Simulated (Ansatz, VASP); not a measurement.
SnSe: VASP beside Ansatz

File INCAR:

```
PREC = Accurate
ENCUT = 500
EDIFF = 1E-6
ISMEAR = 0
SIGMA = 0.05
LREAL = F
LASPH = T
NELM = 120
ALGO = Normal
ISIF = 2
LWAVE = F
LCHARG = F
NBANDS = 28
GGA_COMPAT = F
```

The input KPOINTS:

```
Automatic mesh
0
Gamma
  6 6 4
```

POSCAR

```
SnSe
1.0
    4.1898989379      0.0000000000      0.0000000000
    0.0000000000      4.1898989379      0.0000000000
    0.0000000000      0.0000000000     10.9796229414
Sn Se
2 2
Direct
    0.5000000000      0.0000000000      0.3781633338
    0.0000000000      0.5000000000      0.6218366662
    0.5000000000      0.0000000000      0.6217782129
    0.0000000000      0.5000000000      0.3782217871
```

Input for Ansatz:

```yaml
crystal:
  lattice:
    - [4.1898989379, 0.0, 0.0]
    - [0.0, 4.1898989379, 0.0]
    - [0.0, 0.0, 10.9796229414]
  atoms:
    - { symbol: Sn, position: [0.5, 0.0, 0.3781633338] }
    - { symbol: Sn, position: [0.0, 0.5, 0.6218366662] }
    - { symbol: Se, position: [0.5, 0.0, 0.6217782129] }
    - { symbol: Se, position: [0.0, 0.5, 0.3782217871] }
basis:
  ecutwfc: 420
kpoints:
  mp_grid: { grid: [6, 6, 4] }
hamiltonian:
  xc: lda
scf:
  occupations: { method: gaussian, width: 0.05 }
output:
  forces: true
  stress: true
  eigenvalues: true
  write_density: true
  write_potential: true
  elf: true
  volumetric_format: npy
```

Alike in both runs: task single point; functional LDA; k mesh 6 × 6 × 4; occupations gaussian, width 0.05 eV; no spin polarisation.

|  | VASP | Ansatz |
| --- | --- | --- |
| version | VASP 6.6.1 | Ansatz 0.2.0 |
| potentials or method | VASP PAW LDA potentials, release 64 (Sn_d, Se), cutoff 500 eV | scalar-relativistic, plane waves, PAW |
| valence electrons in the cell | 40 | 60 |

Ansatz gave:

```
gap on the k mesh at the Fermi level (eV) : 1.46
least direct gap on the mesh (eV)         : 1.52
rms of the force components (eV/Å)        : 0.001
```

Problem. Which values does VASP return?

Solution. gap on the k mesh at the Fermi level (eV): 1.45; least direct gap on the mesh (eV): 1.50; rms of the force components (eV/Å): 0.014.

LDA's correlation is that of Perdew and Zunger in VASP and of Perdew and Wang (1992) in Ansatz. Atom by atom the forces differ by 0.014 eV/Å (rms over components). VASP's potentials hold 40 valence electrons a cell and Ansatz's 60, so a difference there can come from the potentials and not from the codes. Ansatz's warnings: xc potential rough in thin density.
